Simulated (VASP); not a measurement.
# Hf3C2 (P-3m1) in VASP: notebook

Runs on Hf3C2. Level: PBE. Tasks: relaxation of shape and atoms at fixed volume.

All numbers are computed with VASP 6.6.1; they aren't measurements. Logs are shortened: lines on timing, memory, paths and dates and some standing lists are left out, and cuts for length are marked.

### 1 The cell of the first run

Symmetry: P-3m1, No. 164, trigonal system. Conventional cell: a = 3.210 Å, b = 3.210 Å, c = 7.651 Å, α = 90.00°, β = 90.00°, γ = 120.00°. Within 3.3 Å of Hf (site symmetry -3m) lie 6 C at 2.29 Å and 12 Hf at 3.12 to 3.21 Å. Within 2.9 Å of Hf (site symmetry 3m) lie 3 C at 2.19 Å. Within 2.9 Å of C (site symmetry 3m) lie 6 Hf at 2.19 to 2.29 Å.

### 2 Relaxation of shape and atoms at fixed volume, PBE (13.65 Å³/atom)

INCAR reads:

```
SYSTEM = Hf3C2
PREC     = Accurate       ! precision mode
ENCUT    = 600            ! plane-wave cutoff, eV
EDIFF    = 1E-6           ! SCF threshold, eV
ISMEAR   = 0              ! smearing method
SIGMA    = 0.1            ! smearing width, eV
LREAL    = .FALSE.        ! projectors in reciprocal space
LASPH    = .TRUE.         ! aspherical terms in the spheres
NELM     = 60             ! most SCF steps
ALGO     = Normal         ! electronic algorithm
ISIF     = 4              ! what is computed and relaxed
LWAVE    = .FALSE.        ! write WAVECAR
LCHARG   = .FALSE.        ! write CHGCAR
GGA      = PE             ! functional
IBRION   = 2              ! ionic algorithm
NSW      = 50             ! ionic steps
EDIFFG   = -0.01          ! ionic threshold
```

KPOINTS reads:

```
Automatic mesh
0
G
  12 12 6
  0 0 0
```

POSCAR reads:

```
Hf3C2
1.0
    3.2099496566      0.0000000000      0.0000000000
   -1.6049748283      2.7798979475      0.0000000000
    0.0000000000      0.0000000000      7.6506618522
Hf C
3 2
Direct
    0.0000000000      0.0000000000      0.0000000000
    0.3333333333      0.6666666667      0.6724992726
    0.6666666667      0.3333333333      0.3275007274
    0.3333333333      0.6666666667      0.1752178915
    0.6666666667      0.3333333333      0.8247821085
```

Potentials or basis: VASP PAW PBE potentials, release 64 (Hf_pv, C).

Command:

```console
cat potpaw_PBE.64/Hf_pv/POTCAR potpaw_PBE.64/C/POTCAR > POTCAR
mpirun -np 1 vasp_std > vasp.out
```

OUTCAR:

```text
SYSTEM = Hf3C2
   PREC = Accurate
   ENCUT = 600
   EDIFF = 1E-6
   ISMEAR = 0
   LREAL = .FALSE.
   LASPH = .TRUE.
   NELM = 60
   ISIF = 4
   GGA = PE
   IBRION = 2
   NSW = 50
   EDIFFG = -0.01

 ion  position               nearest neighbor table
   1  0.000  0.000  0.000-   4 2.29   5 2.29   5 2.29   4 2.29   5 2.29   4 2.29   2 3.12   3 3.12
                             2 3.12   3 3.12   3 3.12   2 3.12
   2  0.333  0.667  0.672-   5 2.19   5 2.19   5 2.19   1 3.12   1 3.12   1 3.12   3 3.23   3 3.23
                             3 3.23
   3  0.667  0.333  0.328-   4 2.19   4 2.19   4 2.19   1 3.12   1 3.12   1 3.12   2 3.23   2 3.23
                             2 3.23
   4  0.333  0.667  0.175-   3 2.19   3 2.19   3 2.19   1 2.29   1 2.29   1 2.29
   5  0.667  0.333  0.825-   2 2.19   2 2.19   2 2.19   1 2.29   1 2.29   1 2.29

  LATTYP: Found a hexagonal cell.
 ALAT       =     3.2099496566
 C/A-ratio  =     2.3834211345

  Lattice vectors:

 A1 = (   3.2099496566,   0.0000000000,   0.0000000000)
 A2 = (  -1.6049748283,   2.7798979475,   0.0000000000)
 A3 = (   0.0000000000,   0.0000000000,   7.6506618522)

Analysis of symmetry for initial positions (statically):
=====================================================================
 Subroutine PRICEL returns:
 Original cell was already a primitive cell.

 Routine SETGRP: Setting up the symmetry group for a
 hexagonal supercell.

 Subroutine GETGRP returns: Found 12 space group operations
 (whereof 12 operations were pure point group operations)
 out of a pool of 24 trial point group operations.

The static configuration has the point symmetry D_3d.

Analysis of symmetry for dynamics (positions and initial velocities):
=====================================================================
 Subroutine PRICEL returns:
 Original cell was already a primitive cell.

 Routine SETGRP: Setting up the symmetry group for a
 hexagonal supercell.

 Subroutine GETGRP returns: Found 12 space group operations
 (whereof 12 operations were pure point group operations)
 out of a pool of 24 trial point group operations.

The dynamic configuration has the point symmetry D_3d.

 Subroutine INISYM returns: Found 12 space group operations
 (whereof 12 operations are pure point group operations),
 and found     1 'primitive' translations

----------------------------------------------------------------------------------------

                                     Primitive cell

  volume of cell :      68.2694

[... 105 lines left out ...]
   NELECT =      38.0000    total number of electrons
   NUPDOWN=      -1.0000    fix difference up-down
   EMIN   =  10.00;   EMAX   =-10.00  energy-range for DOS
   EFERMI =   0.00;   METHOD = LEGACY
   ISMEAR =     0;   SIGMA  =   0.10  broadening in eV -4-tet -1-fermi 0-gaus
   EFERMI_NEDOS =   21; number of points for ismear=-14 and -15
   IALGO  =     38    algorithm
   IMIX   =      4    mixing-type and parameters
     AMIX     =   0.40;   BMIX     =  1.00
     AMIX_MAG =   1.60;   BMIX_MAG =  1.00
  volume/ion in A,a.u.               =      13.65        92.14
  Fermi-wavevector in a.u.,A,eV,Ry     =   1.346668  2.544834 24.674380  1.813516
  Thomas-Fermi vector in A             =   2.474482
   LORBIT       =      0    0 simple, 1 ext, 2 COOP (PROOUT), +10 PAW based schemes
   GGA     = PE    functional components
   LHFCALC =     F    Hartree Fock is set to
   AEXX    =    0.0000 exact exchange contribution
   IVDW    =     0    specifies the selected vdW correction
   LEPSILON=     F    determine dielectric tensor
   LRPA    =     F    only Hartree local field effects (RPA)
 conjugate gradient relaxation of ions
 non-spin polarized calculation
 Gauss-broadening in eV      SIGMA  =   0.10
  energy-cutoff  :      600.00
  volume of cell :       68.27
 maximum number of plane-waves:      2305
 NGX is ok and might be reduce to    28
   NGX = 13   NGY = 13   NGZ = 31

--------------------------------------- Ionic step        1  -------------------------------------------

 number of electron      38.0000000 magnetization

 Free energy of the ion-electron system (eV)
  ---------------------------------------------------
  ext. energy  EPLUGINS =         0.00000000
  ---------------------------------------------------
  free energy    TOTEN  =       -51.81184729 eV

  energy without entropy =      -51.80100152  energy(sigma->0) =      -51.80642440

------------------------ aborting loop because EDIFF is reached ----------------------------------------

  FORCE on cell =-STRESS in cart. coord.  units (eV):
  Direction    XX          YY          ZZ          XY          YZ          ZX
  --------------------------------------------------------------------------------------
  -------------------------------------------------------------------------------------
  Total        8.1008537      8.1008537      8.0077501      0.0000000      0.0000000      0.0000000
  in kB      190.1145214    190.1145214    187.9295227      0.0000000      0.0000000      0.0000000
  external PRESSURE =     189.3861885 kB  Pullay stress =       0.0000000 kB
[... 143 lines left out ...]
--------------------------------------- Ionic step        5  -------------------------------------------

 number of electron      38.0000000 magnetization

 Free energy of the ion-electron system (eV)
  ---------------------------------------------------
  ext. energy  EPLUGINS =         0.00000000
  ---------------------------------------------------
  free energy    TOTEN  =       -51.81670650 eV

  energy without entropy =      -51.80614355  energy(sigma->0) =      -51.81142502

 E-fermi :   6.2674     XC(G=0): -12.2446

 val. band max:        6.2665045024   @ k =   0.1667   0.1667   0.5000
 cond. band min:       6.2724787076   @ k =   0.1667   0.0000   0.1667
 fundamental gap:      0.0059742052
 Fermi energy:         6.2673728826

 k-point     1 :       0.0000    0.0000    0.0000
  band No.  band energies     occupation
      1     -24.1100      2.00000
      2     -24.0558      2.00000
      3     -23.5538      2.00000
      4     -23.5538      2.00000
      5     -23.5072      2.00000
      6     -23.5072      2.00000
[... 613 lines left out ...]
     22       8.0011      0.00000
     23       9.0641      0.00000

 [... further k-points ...]

------------------------ aborting loop because EDIFF is reached ----------------------------------------

  FORCE on cell =-STRESS in cart. coord.  units (eV):
  Direction    XX          YY          ZZ          XY          YZ          ZX
  --------------------------------------------------------------------------------------
  -------------------------------------------------------------------------------------
  Total        7.7111496      7.7111496      7.7249268      0.0000000      0.0000000      0.0000000
  in kB      180.9687685    180.9687685    181.2920981      0.0000000      0.0000000      0.0000000
  external PRESSURE =     181.0765451 kB  Pullay stress =       0.0000000 kB
[... 20 lines left out ...]
  FREE ENERGIE OF THE ION-ELECTRON SYSTEM (eV)
  ---------------------------------------------------
  free  energy   TOTEN  =       -51.8167064983 eV

  energy  without entropy=      -51.8061435511  energy(sigma->0) =      -51.81142502

 reached required accuracy - stopping structural energy minimisation
```

It took 4.1 min on 1 thread of Intel Xeon 6975P-C (Granite Rapids), shared host; peak memory 0.34 GiB.

Results:

| Property | Result |
| --- | --- |
| Free energy | -51.8167 eV |
| Energy gained by relaxing | 1.0 meV/atom |
| Ionic steps | 5 |
| Pressure after relaxing | 18.1 GPa |
| Band gap on the k mesh | zero (bands 19 and 20 overlap by 1.31 eV) |

Forces on the atoms (eV/Å):
```
Hf   0.000  0.000  0.000
Hf   0.000  0.000  0.000
Hf   0.000  0.000  0.000
C    0.000  0.000  0.003
C    0.000  0.000 -0.003
```

Step by step:
```csv
step,energy change (eV),largest force (eV/Å),pressure (GPa),volume (Å³)
1,0.0000,0.2971,18.94,68.27
2,-0.0043,0.0848,18.21,68.27
3,-0.0043,0.0839,18.21,68.27
4,-0.0048,0.0263,18.14,68.27
5,-0.0049,0.0025,18.11,68.27
```

Final structure:
```cif
data_structure
_symmetry_space_group_name_H-M 'P 1'
_symmetry_Int_Tables_number 1
_cell_length_a 3.2128
_cell_length_b 3.2128
_cell_length_c 7.6372
_cell_angle_alpha 90.000
_cell_angle_beta 90.000
_cell_angle_gamma 120.000
_cell_volume 68.27
loop_
_atom_site_label
_atom_site_type_symbol
_atom_site_fract_x
_atom_site_fract_y
_atom_site_fract_z
_atom_site_occupancy
Hf1 Hf 0.00000 0.00000 0.00000 1
Hf2 Hf 0.33333 0.66667 0.67034 1
Hf3 Hf 0.66667 0.33333 0.32966 1
C1 C 0.33333 0.66667 0.17573 1
C2 C 0.66667 0.33333 0.82427 1
```

Caveat: spin-orbit coupling is left out, which moves the levels of the heavy elements.

### 3 Relaxation of shape and atoms at fixed volume, PBE (14.10 Å³/atom)

This run uses another cell than the first one, of 14.10 Å³/atom.

INCAR reads:

```
PREC = Accurate
ENCUT = 600
EDIFF = 1E-7
ISMEAR = 0
SIGMA = 0.1
LREAL = F
LASPH = T
NELM = 80
ALGO = Normal
ISIF = 4
LWAVE = F
LCHARG = F
GGA = PE
IBRION = 2
NSW = 50
EDIFFG = -0.01
```

KPOINTS reads:

```
regular mesh
0
Gamma
  12 12 6
```

POSCAR reads:

```
Hf3C2
1.0
    3.2411926177      0.0000000000      0.0000000000
   -1.6205963088      2.8069551455      0.0000000000
    0.0000000000      0.0000000000      7.7512586450
Hf C
3 2
Direct
    0.0000000000      0.0000000000      0.0000000000
    0.3333333333      0.6666666667      0.6752711059
    0.6666666667      0.3333333333      0.3247288941
    0.3333333333      0.6666666667      0.1745887398
    0.6666666667      0.3333333333      0.8254112602
```

Potentials or basis: VASP PAW PBE potentials, release 64 (Hf_pv, C).

Command:

```console
cat potpaw_PBE.64/Hf_pv/POTCAR potpaw_PBE.64/C/POTCAR > POTCAR
mpirun -np 1 vasp_std > vasp.out
```

Run time: 5.5 min. Hardware: 1 thread of Intel Xeon 6975P-C (Granite Rapids), shared host; peak memory 0.34 GiB.

Results (log left out):

```
Free energy                  : -52.0200 eV
Energy gained by relaxing    : 1.0 meV/atom
Ionic steps                  : 5
Pressure after relaxing      : 10.8 GPa
Largest force after relaxing : 0.004 eV/Å
Band gap on the k mesh       : zero (bands 19 and 20 overlap by 1.27 eV)
```

Forces in eV/Å, atoms in the order of the input:
```
Hf   0.000  0.000  0.000
Hf   0.000  0.000 -0.001
Hf   0.000  0.000  0.001
C    0.000  0.000  0.004
C    0.000  0.000 -0.004
```

Stress tensor (GPa, compression positive):
```
10.80  0.00  0.00
 0.00 10.80  0.00
 0.00  0.00 10.89
```

Step by step:
| step | energy change (eV) | largest force (eV/Å) | pressure (GPa) | volume (Å³) |
| --- | --- | --- | --- | --- |
| 1 | 0.0000 | 0.2836 | 11.71 | 70.52 |
| 2 | -0.0043 | 0.0711 | 11.01 | 70.52 |
| 3 | -0.0044 | 0.0822 | 10.94 | 70.52 |
| 4 | -0.0049 | 0.0303 | 10.87 | 70.52 |
| 5 | -0.0050 | 0.0036 | 10.83 | 70.52 |

Final structure:
```
CELL_PARAMETERS angstrom
3.24469 0.00000 0.00000
-1.62235 2.80998 0.00000
0.00000 0.00000 7.73455
ATOMIC_POSITIONS crystal
Hf 0.00000 0.00000 0.00000
Hf 0.33333 0.66667 0.67298
Hf 0.66667 0.33333 0.32702
C 0.33333 0.66667 0.17508
C 0.66667 0.33333 0.82492
```

Levels at points of the mesh, in eV from the Fermi level:
| k point | band 15 | band 16 | band 17 | band 18 | band 19 | band 20 | band 21 | band 22 | band 23 |
| --- | --- | --- | --- | --- | --- | --- | --- | --- | --- |
| (0.00, 0.00, 0.00) | -3.14 | -2.04 | -1.95 | -1.95 | 0.99 | 0.99 | 1.42 | 3.20 | 3.47 |
| (0.50, 0.00, 0.00) | -3.06 | -2.68 | -2.25 | -1.93 | -1.22 | 0.58 | 2.14 | 3.89 | 3.89 |
| (0.00, 0.00, 0.50) | -3.22 | -1.76 | -1.76 | -0.99 | 0.57 | 1.33 | 1.33 | 2.17 | 2.17 |
| (0.50, 0.00, 0.50) | -3.18 | -2.97 | -1.87 | -1.72 | -1.37 | 0.29 | 1.39 | 3.38 | 4.25 |

Caveat: spin-orbit coupling is left out, which moves the levels of the heavy elements.

### 4 Relaxation of shape and atoms at fixed volume, PBE (14.55 Å³/atom)

This run uses another cell than the first one, of 14.55 Å³/atom.

INCAR, as its differences from that of step 3:

```diff
@@ -7,3 +7,3 @@
 LASPH = T
-NELM = 80
+NELM = 100
 ALGO = Normal
```

KPOINTS reads:

```
Automatic mesh
0
Gamma
  12 12 6
```

POSCAR reads:

```
Hf3C2
1.0
    3.2712576751      0.0000000000      0.0000000000
   -1.6356288375      2.8329922489      0.0000000000
    0.0000000000      0.0000000000      7.8522891282
Hf C
3 2
Direct
    0.0000000000      0.0000000000      0.0000000000
    0.3333333333      0.6666666667      0.6782501655
    0.6666666667      0.3333333333      0.3217498345
    0.3333333333      0.6666666667      0.1739057285
    0.6666666667      0.3333333333      0.8260942715
```

Potentials or basis: VASP PAW PBE potentials, release 64 (Hf_pv, C).

Command:

```console
cat potpaw_PBE.64/Hf_pv/POTCAR potpaw_PBE.64/C/POTCAR > POTCAR
mpirun -np 1 vasp_std > vasp.out
```

OUTCAR:

```text
PREC = Accurate
   ENCUT = 600
   EDIFF = 1E-7
   ISMEAR = 0
   LREAL = F
   LASPH = T
   NELM = 100
   ISIF = 4
   GGA = PE
   IBRION = 2
   NSW = 50
   EDIFFG = -0.01

 ion  position               nearest neighbor table
   1  0.000  0.000  0.000-   4 2.33   5 2.33   4 2.33   5 2.33   5 2.33   4 2.33   2 3.15   3 3.15
                             2 3.15   3 3.15   2 3.15   3 3.15
   2  0.333  0.667  0.678-   5 2.22   5 2.22   5 2.22   1 3.15   1 3.15   1 3.15   3 3.38   3 3.38
                             3 3.38
   3  0.667  0.333  0.322-   4 2.22   4 2.22   4 2.22   1 3.15   1 3.15   1 3.15   2 3.38   2 3.38
                             2 3.38
   4  0.333  0.667  0.174-   3 2.22   3 2.22   3 2.22   1 2.33   1 2.33   1 2.33
   5  0.667  0.333  0.826-   2 2.22   2 2.22   2 2.22   1 2.33   1 2.33   1 2.33

  LATTYP: Found a hexagonal cell.
[... 353 lines left out ...]
  free energy    TOTEN  =       -52.12903686 eV

  energy without entropy =      -52.11710064  energy(sigma->0) =      -52.12306875

 E-fermi :   5.8265     XC(G=0): -11.9198

 val. band max:        5.8221776137   @ k =   0.3333   0.2500   0.1667
 cond. band min:       5.8310323433   @ k =   0.1667   0.0000   0.1667
 fundamental gap:      0.0088547296
 Fermi energy:         5.8264740324

 k-point     1 :       0.0000    0.0000    0.0000
  band No.  band energies     occupation
      1     -24.7061      2.00000
      2     -24.7008      2.00000
      3     -24.2718      2.00000
      4     -24.2718      2.00000
      5     -24.2453      2.00000
      6     -24.2453      2.00000
[... 613 lines left out ...]
     22       7.5157      0.00000
     23       8.4585      0.00000

 [... further k-points ...]

------------------------ aborting loop because EDIFF is reached ----------------------------------------

  FORCE on cell =-STRESS in cart. coord.  units (eV):
  Direction    XX          YY          ZZ          XY          YZ          ZX
  --------------------------------------------------------------------------------------
  -------------------------------------------------------------------------------------
  Total        2.0994941      2.0994941      2.1650842      0.0000000     -0.0000000      0.0000000
  in kB       46.2241379     46.2241379     47.6682207      0.0000000     -0.0000000      0.0000000
  external PRESSURE =      46.7054988 kB  Pullay stress =       0.0000000 kB
[... 20 lines left out ...]
  FREE ENERGIE OF THE ION-ELECTRON SYSTEM (eV)
  ---------------------------------------------------
  free  energy   TOTEN  =       -52.1290368609 eV

  energy  without entropy=      -52.1171006386  energy(sigma->0) =      -52.12306875

 reached required accuracy - stopping structural energy minimisation
```

It took 6.6 min on 1 thread of Intel Xeon 6975P-C (Granite Rapids), shared host; peak memory 0.34 GiB.

Results:

```yaml
Free_energy: -52.1290 eV
Energy_gained_by_relaxing: 1.0 meV/atom
Ionic_steps: 5
Pressure_after_relaxing: 4.7 GPa
Largest_force_after_relaxing: 0.009 eV/Å
Band_gap_on_the_k_mesh: zero (bands 19 and 20 overlap by 1.22 eV)
```

Forces in eV/Å, atoms in the order of the input:
```
Hf   0.000  0.000  0.000
Hf   0.000  0.000 -0.001
Hf   0.000  0.000  0.001
C    0.000  0.000  0.009
C    0.000  0.000 -0.009
```

Stress tensor (GPa, compression positive):
```
4.62 0.00 0.00
0.00 4.62 0.00
0.00 0.00 4.77
```

Step by step:
```csv
step,energy change (eV),largest force (eV/Å),pressure (GPa),volume (Å³)
1,0.0000,0.2739,5.58,72.77
2,-0.0043,0.0623,4.93,72.77
3,-0.0044,0.0824,4.80,72.77
4,-0.0050,0.0354,4.72,72.77
5,-0.0051,0.0088,4.67,72.77
```

Final structure:
```cif
data_structure
_symmetry_space_group_name_H-M 'P 1'
_symmetry_Int_Tables_number 1
_cell_length_a 3.2752
_cell_length_b 3.2752
_cell_length_c 7.8332
_cell_angle_alpha 90.000
_cell_angle_beta 90.000
_cell_angle_gamma 120.000
_cell_volume 72.77
loop_
_atom_site_label
_atom_site_type_symbol
_atom_site_fract_x
_atom_site_fract_y
_atom_site_fract_z
_atom_site_occupancy
Hf1 Hf 0.00000 0.00000 0.00000 1
Hf2 Hf 0.33333 0.66667 0.67584 1
Hf3 Hf 0.66667 0.33333 0.32416 1
C1 C 0.33333 0.66667 0.17437 1
C2 C 0.66667 0.33333 0.82563 1
```

Caveat: spin-orbit coupling is left out, which moves the levels of the heavy elements.

### 5 The runs side by side

| cell | gap on the mesh (eV) | pressure (GPa) |
| --- | --- | --- |
| relaxed from a = 3.210, b = 3.210, c = 7.651 Å, angles 90.0, 90.0, 120.0°, 5 atoms, atomic positions A | none | 18.1 |
| relaxed from a = 3.241, b = 3.241, c = 7.751 Å, angles 90.0, 90.0, 120.0°, 5 atoms, atomic positions B | none | 10.8 |
| relaxed from a = 3.271, b = 3.271, c = 7.852 Å, angles 90.0, 90.0, 120.0°, 5 atoms, atomic positions C | none | 4.7 |

Alike in all rows: task relaxation of shape and atoms at fixed volume; level PBE; potentials or basis VASP PAW PBE potentials, release 64 (Hf_pv, C); no spin polarisation; k mesh 12 × 12 × 6; cutoff (eV) 600; smearing gaussian 0.1 eV.

Caveats: spin-orbit coupling is left out, which moves the levels of the heavy elements.

Absolute energies hang on the potentials; compare differences alone.
